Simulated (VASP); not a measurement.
Input of a VASP 6.6.1 run:

INCAR

```
PREC = Accurate ; ENCUT = 600
EDIFF = 1E-6 ; ISMEAR = -1
SIGMA = 0.1 ; LREAL = F
LASPH = T ; NELM = 120
ALGO = Normal ; ISIF = 2
LWAVE = F ; LCHARG = F
GGA = PE ; NBANDS = 22
GGA_COMPAT = F
```

The input KPOINTS:

```
Automatic mesh
0
Gamma
  11 11 6
```

The input POSCAR:

```
SiNi
1.0
    3.5105800464      0.0000000000      0.0000000000
   -1.7552900232      3.0402515022      0.0000000000
    0.0000000000      0.0000000000      4.8231365934
Ni Si
2 2
Direct
    0.0000000000      0.0000000000      0.0000000000
    0.0000000000      0.0000000000      0.5000000000
    0.3333333333      0.6666666667      0.2500000000
    0.6666666667      0.3333333333      0.7500000000
```

Potentials or basis: VASP PAW PBE potentials, release 64 (Ni, Si).

The run is started by

```sh
$ cat potpaw_PBE.64/Ni/POTCAR potpaw_PBE.64/Si/POTCAR > POTCAR
$ mpirun -np 1 vasp_std > vasp.out
```

Problem. Estimate the band gap on the k mesh.

Solution. Zero (bands 14 and 15 overlap by 4.91 eV).

Problem. Estimate the pressure.

Solution. -0.1 GPa.

Stress tensor (GPa, compression positive):
```
-0.24  0.00  0.00
 0.00 -0.24  0.00
 0.00  0.00  0.03
```

Spin polarisation is off, so any magnetic state and its effect on volume and gap are missing.
